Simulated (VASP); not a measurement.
Write the native input for VASP 6.6.1 that does the following.

```yaml
Task: single point
Functional: PBE
Potentials_or_basis: VASP PAW PBE potentials, release 64 (C)
Cutoff: 520 eV
k_mesh: 10 × 10 × 10
Occupations: gaussian, width 0.02 eV
Spin: no spin polarisation
Dipole_correction: no
Further_INCAR_settings: ALGO = Normal; EDIFF = 1e-07; NBANDS = 16
```

The structure of C lies in POSCAR:

```
C
1.0
   -1.2737045851      2.4697014388      2.1020484581
    1.2737045851     -2.4697014388      2.1020484581
    1.2737045851      2.4697014388     -2.1020484581
C
4
Direct
    0.9412644656      0.3541536514      0.5871108142
    0.7329571628      0.6458463486      0.0871108142
    0.0587355344      0.6458463486      0.4128891858
    0.2670428372      0.3541536514      0.9128891858
```

The input as run:

INCAR

```
SYSTEM = C
  ALGO = Normal
  EDIFF = 1E-7
  ENCUT = 520
  GGA = PE
  ISIF = 2
  ISMEAR = 0
  LASPH = .True.
  LCHARG = .True.
  LELF = .True.
  LREAL = .False.
  LVHAR = .True.
  LWAVE = .False.
  NBANDS = 16
  NELM = 100
  PREC = Accurate
  SIGMA = 0.02
```

KPOINTS

```
k-points
0
Gamma
  10 10 10
  0 0 0
```

Potentials or basis: VASP PAW PBE potentials, release 64 (C).

Command:

```console
$ cat potpaw_PBE.64/C/POTCAR > POTCAR
$ mpirun -np 1 vasp_std > vasp.out
```

Results of the run:

```yaml
Pressure: 0.5 GPa
Largest_force: 0.019 eV/Å
Band_gap_on_the_k_mesh: 2.71 eV, indirect (least direct gap 3.95 eV)
```

It took 40 s on 1 thread of Intel(R) Xeon(R) 6975P-C (Granite Rapids), with other jobs on the host, peak memory 0.18 GiB.
